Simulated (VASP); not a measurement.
Here is a VASP 6.6.1 calculation.

File INCAR:

```
PREC = Accurate
ENCUT = 600
EDIFF = 1E-6
ISMEAR = -1
SIGMA = 0.05
LREAL = F
LASPH = T
NELM = 80
ALGO = Normal
ISIF = 3
LWAVE = F
LCHARG = F
GGA = PS
IBRION = 2
NSW = 60
EDIFFG = -0.01
PSTRESS = 20.0
```

The input KPOINTS:

```
regular mesh
0
Gamma
  10 10 10
```

The input POSCAR:

```
TaN
1.0
    0.0000000000      2.2113230000      2.2113230000
    2.2113230000      0.0000000000      2.2113230000
    2.2113230000      2.2113230000      0.0000000000
Ta N
1 1
Direct
    0.5000000000      0.5000000000      0.5000000000
    0.0000000000      0.0000000000      0.0000000000
```

Potentials or basis: VASP PAW PBE potentials, release 64 (Ta_pv, N).

Command:

```bash
$ cat potpaw_PBE.64/Ta_pv/POTCAR potpaw_PBE.64/N/POTCAR > POTCAR
$ mpirun -np 1 vasp_std > vasp.out
```

**Question.** What does it give for the relaxed volume?

**Answer.** 10.44 Å³/atom.

**Question.** Estimate the relaxed cell.

**Answer.** a = 3.091 Å, b = 3.091 Å, c = 3.091 Å, α = 60.00°, β = 60.00°, γ = 60.00°.

Final structure:
```cif
data_structure
_symmetry_space_group_name_H-M 'P 1'
_symmetry_Int_Tables_number 1
_cell_length_a 3.0907
_cell_length_b 3.0907
_cell_length_c 3.0907
_cell_angle_alpha 60.000
_cell_angle_beta 60.000
_cell_angle_gamma 60.000
_cell_volume 20.88
loop_
_atom_site_label
_atom_site_type_symbol
_atom_site_fract_x
_atom_site_fract_y
_atom_site_fract_z
_atom_site_occupancy
Ta1 Ta 0.50000 0.50000 0.50000 1
N1 N 0.00000 0.00000 0.00000 1
```

Caveat: the cell is relaxed towards a set pressure, so the run minimises the enthalpy, not the energy; the highest band is partly filled, so the run has too few bands; the PAW data sets were made with another functional, which shifts forces and pressure a little.
